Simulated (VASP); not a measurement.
PbS: single point with PBEsol

PbS, a slab with vacuum:

```
CELL_PARAMETERS angstrom
2.94050 -2.90000 0.00000
2.94050 2.90000 0.00000
-1.08005 0.00000 11.70929
ATOMIC_POSITIONS crystal
Pb 0.77560 0.77560 0.63638
Pb 0.22440 0.22440 0.36362
S 0.26840 0.26840 0.59860
S 0.73160 0.73160 0.40140
```

| Item | Value |
| --- | --- |
| Program | VASP 6.6.1 |
| Task | single point |
| Functional | PBEsol |
| Potentials or basis | VASP PAW PBE potentials, release 64 (Pb_d, S) |
| Cutoff | 500 eV |
| k mesh | 3 × 3 × 1 |
| Occupations | gaussian, width 0.01 eV |
| Spin | no spin polarisation |
| Dipole correction | no |
| Further INCAR settings | ALGO = Normal; EDIFF = 1e-06; NBANDS = 28 |

| Property | Result |
| --- | --- |
| Largest force | 0.738 eV/Å |
| Band gap on the k mesh | 1.35 eV |

Forces in eV/Å, atoms in the order of the input:
```
Pb  -0.001  0.000 -0.738
Pb   0.001  0.000  0.738
S   -0.004  0.000  0.085
S    0.004  0.000 -0.085
```

Levels at points of the mesh, in eV from the valence-band top:
| k point | band 18 | band 19 | band 20 | band 21 | band 22 | band 23 |
| --- | --- | --- | --- | --- | --- | --- |
| (0.00, 0.00, 0.00) | -1.45 | -1.33 | 0.00 | 1.35 | 3.10 | 4.84 |

It took 38 s on 1 thread of AMD EPYC 7R43 64-Core Processor (Zen 3), on a shared host, peak memory 0.21 GiB.

Caveat: the k points lie up to 0.51 Å⁻¹ apart; the PAW data sets were made with another functional, which shifts forces and pressure a little; spin-orbit coupling is left out, which moves the levels of the heavy elements.
